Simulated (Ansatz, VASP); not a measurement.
# TiSi2: VASP beside Ansatz

INCAR

```
PREC = Accurate ; ENCUT = 600
EDIFF = 1E-7 ; ISMEAR = -1
SIGMA = 0.05 ; LREAL = False
LASPH = True ; NELM = 60
ALGO = Normal ; ISIF = 3
LWAVE = False ; LCHARG = False
GGA = B5 ; ALDAX = 1.0
AGGAX = 1.0 ; AGGAC = 1.0
ALDAC = 0.0 ; IBRION = 2
NSW = 60 ; EDIFFG = -0.01
```

Contents of KPOINTS:

```
regular mesh
0
Gamma
  12 12 12
```

The input POSCAR:

```
TiSi2
1.0
   -1.4728720000      1.7121300000      4.2120830000
    1.4728720000     -1.7121300000      4.2120830000
    1.4728720000      1.7121300000     -4.2120830000
Ti Si
1 2
Direct
    0.0000000000      0.0000000000      0.0000000000
    0.6700780000      0.6700780000      0.0000000000
    0.3299220000      0.3299220000      0.0000000000
```

input.yaml

```yaml
crystal:
  lattice:
    - [-1.472872, 1.71213, 4.212083]
    - [1.472872, -1.71213, 4.212083]
    - [1.472872, 1.71213, -4.212083]
  atoms:
    - { symbol: Ti, position: [0.0, 0.0, 0.0] }
    - { symbol: Si, position: [0.670078, 0.670078, 0.0] }
    - { symbol: Si, position: [0.329922, 0.329922, 0.0] }
hamiltonian:
  xc: blyp
  pseudopotentials: { kind: paw }
kpoints:
  mp_grid: { grid: [12, 12, 12] }
scf:
  occupations: { method: fermi_dirac, width: 0.05 }
output:
  forces: true
  stress: true
  eigenvalues: true
relax:
  f_tol: 0.01
  max_steps: 40
  cell: { stress_tol: 0.05 }
```

Alike in both runs: task relaxation of cell and atoms; functional BLYP; k mesh 12 × 12 × 12; occupations fermi-dirac, width 0.05 eV; no spin polarisation.

```csv
,VASP,Ansatz
version,VASP 6.6.1,Ansatz 0.2.0
potentials or method,"VASP PAW PBE potentials, release 64 (Ti_sv, Si)",Ansatz PAW
plane-wave cutoff (eV),600,420
valence electrons in the cell,20,20
```

Ansatz gave:

```
gap on the k mesh at the Fermi level, each at its own relaxed structure (eV) : none
relaxed volume (Å³/atom)                                                     : 15.02
relaxed length of the cell vector where the two differ most in proportion (Å)              : 4.853
```

**Question.** Which values does VASP return?

**Answer.** gap on the k mesh at the Fermi level, each at its own relaxed structure (eV): none; relaxed volume (Å³/atom): 15.07; relaxed length of the cell vector where the two differ most in proportion (Å): 4.858.

VASP's potentials were made for PBE, not for BLYP. A gap of «none» marks a metal or a gap that the smearing closes.

Noted on Ansatz's run: the plane-wave basis is chosen anew once the cell has moved, so the energies of steps on either side of that aren't comparable.
